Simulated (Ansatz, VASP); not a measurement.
**HfO2: VASP beside Ansatz**

```
Hf O
1.0
     5.11419    0.00000   -0.00625
     0.00000    5.18172    0.00000
    -0.86439    0.00000    5.22446
Hf O
4 8
Direct
  0.27620 0.04183 0.20821
  0.72380 0.54183 0.29179
  0.72380 0.95817 0.79179
  0.27620 0.45817 0.70821
  0.44795 0.75765 0.47850
  0.55205 0.25765 0.02150
  0.55205 0.24235 0.52150
  0.44795 0.74235 0.97850
  0.07006 0.33377 0.34402
  0.92994 0.83377 0.15598
  0.92994 0.66623 0.65598
  0.07006 0.16623 0.84402
```

Alike in both runs: functional r2SCAN; k mesh 6 × 6 × 6; occupations gaussian, width 0.02 eV; no spin polarisation.

Ansatz relaxed the structure, and its values are those at the end. VASP's run is a single point on that final structure, the one shown.

|  | VASP | Ansatz |
| --- | --- | --- |
| version | VASP 6.6.1 | Ansatz 0.2.0 |
| potentials or method | VASP PAW PBE potentials, release 64 (Hf_pv, O), cutoff 520 eV | scalar-relativistic, plane waves, PAW |
| valence electrons in the cell | 88 | 152 |

|  | VASP | Ansatz | Ansatz less VASP |
| --- | --- | --- | --- |
| gap on the k mesh at the Fermi level (eV) | 4.55 | 4.59 | +0.044 |
| least direct gap on the mesh (eV) | 4.64 | 4.68 | +0.047 |
| pressure (GPa) | -3.4 | 0.0 | +3.42 |
| rms of the force components (eV/Å) | 0.040 | 0.001 | -0.0389 |

VASP's potentials were made for PBE, not for r2SCAN. VASP's potentials hold 88 valence electrons a cell and Ansatz's 152, so a difference there can come from the potentials and not from the codes.

Spin-orbit coupling is off throughout.
